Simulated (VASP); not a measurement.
Set up this calculation in VASP 6.6.1, as the native input.

* Task: single point
* Functional: PBE
* Potentials or basis: VASP PAW PBE potentials, release 64 (Ir, O)
* Cutoff: 600 eV
* k mesh: 5 × 5 × 7
* Occupations: fermi-dirac, width 0.1 eV
* Spin: no spin polarisation
* Dipole correction: no
* Further INCAR settings: ALGO = Normal; EDIFF = 1e-06; NBANDS = 30

The structure of IrO2 lies in POSCAR:

```
IrO2
1.0
    4.6078573745      0.0000000000      0.0000000000
    0.0000000000      4.6078573745      0.0000000000
    0.0000000000      0.0000000000      3.2306448920
Ir O
2 4
Direct
    0.0000000000      0.0000000000      0.0000000000
    0.5000000000      0.5000000000      0.5000000000
    0.3077000000      0.3077000000      0.0000000000
    0.1923000000      0.8077000000      0.5000000000
    0.6923000000      0.6923000000      0.0000000000
    0.8077000000      0.1923000000      0.5000000000
```

These files were run (other wordings do the same):

INCAR

```
  PREC = Accurate
  ENCUT = 600
  EDIFF = 1E-6
  ISMEAR = -1
  SIGMA = 0.1
  LREAL = False
  LASPH = True
  NELM = 120
  ALGO = Normal
  ISIF = 2
  LWAVE = False
  LCHARG = True
  GGA = PE
  LELF = True
  LVHAR = True
  NBANDS = 30
  GGA_COMPAT = False
```

KPOINTS

```
Automatic mesh
0
Gamma
  5 5 7
```

Potentials or basis: VASP PAW PBE potentials, release 64 (Ir, O).

Launch:

```bash
$ cat potpaw_PBE.64/Ir/POTCAR potpaw_PBE.64/O/POTCAR > POTCAR
$ mpirun -np 1 vasp_std > vasp.out
```

Results of the run:

The pressure is -10.6 GPa. The largest force is 0.172 eV/Å and the band gap on the k mesh is zero (bands 21 and 22 overlap by 0.62 eV).

Caveat: the cell stands under tension; spin-orbit coupling is left out, which moves the levels of the heavy elements.

It took 94 s on 1 thread of Intel Xeon 8259CL, on a shared host, peak memory 0.23 GiB.
